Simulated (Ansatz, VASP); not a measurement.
**BaZr: VASP beside Ansatz**

```xyz
2
Lattice="3.8110 0.0000 0.0000 0.0000 3.8110 0.0000 0.0000 0.0000 3.8110" Properties=species:S:1:pos:R:3 pbc="T T T"
Ba    0.0000    0.0000    0.0000
Zr    1.9055    1.9055    1.9055
```

Alike in both runs: task relaxation of cell and atoms; functional PBE; k mesh 4 × 4 × 4; occupations gaussian, width 0.1 eV; no spin polarisation.

|  | VASP | Ansatz |
| --- | --- | --- |
| version | VASP 6.6.1 | Ansatz 0.2.0 |
| potentials or method | VASP PAW PBE potentials, release 64 (Ba_sv, Zr_sv), cutoff 600 eV | scalar-relativistic, plane waves, PAW |
| valence electrons in the cell | 22 | 22 |

|  | VASP | Ansatz | Ansatz less VASP |
| --- | --- | --- | --- |
| gap on the k mesh at the Fermi level, each at its own relaxed structure (eV) | none | none | - |
| relaxed volume (Å³/atom) | 33.56 | 32.70 | -0.861 |
| relaxed cell length with the largest relative difference (Å) | 4.064 | 4.029 | -0.0351 |

A gap of «none» marks a metal or a gap that the smearing closes.

The k mesh is coarse, so the values compare programs but aren't converged. Spin-orbit coupling is off throughout. Noted on VASP's run: the volume moved by over 15 % at a fixed basis, so the end points are rough.
